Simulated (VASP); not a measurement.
KCdI3, 5 atoms in the cell. It takes space group Pm-3m (No. 221, cubic). Conventional cell: a = 5.937 Å, b = 5.937 Å, c = 5.937 Å, α = 90.00°, β = 90.00°, γ = 90.00°. K (site symmetry m-3m) has 12 I at 4.20 Å and 8 Cd at 5.14 Å within 5.5 Å. Cd (site symmetry m-3m) has 6 I at 2.97 Å within 3.9 Å. Within 3.9 Å of I (site symmetry 4/mmm) lie 2 Cd at 2.97 Å. 

```yaml
Program: VASP 6.6.1
Task: single point
Functional: r2SCAN
Potentials_or_basis: VASP PAW PBE potentials, release 64 (K_sv, Cd, I)
Cutoff: 520 eV
k_mesh: 4 × 4 × 4
Occupations: fermi-dirac, width 0.02 eV
Spin: no spin polarisation
Dipole_correction: no
Further_INCAR_settings: ALGO = Normal; EDIFF = 1e-07; NBANDS = 29
```

Potentials or basis: VASP PAW PBE potentials, release 64 (K_sv, Cd, I).

Launch:

```sh
$ cat potpaw_PBE.64/K_sv/POTCAR potpaw_PBE.64/Cd/POTCAR potpaw_PBE.64/I/POTCAR > POTCAR
$ cp INCAR.step1 INCAR
$ mpirun -np 1 vasp_std > vasp.out
$ cp INCAR.step2 INCAR
$ mpirun -np 1 vasp_std > vasp.out
```

Hardware: 1 thread of Intel(R) Xeon(R) 6975P-C (Granite Rapids), on a shared host.

Q: How long does it take, and how much memory?

A: Wall time 2.2 min on 1 thread of Intel(R) Xeon(R) 6975P-C (Granite Rapids), with other jobs on the host, peak memory 0.39 GiB. Counts: k points 10.
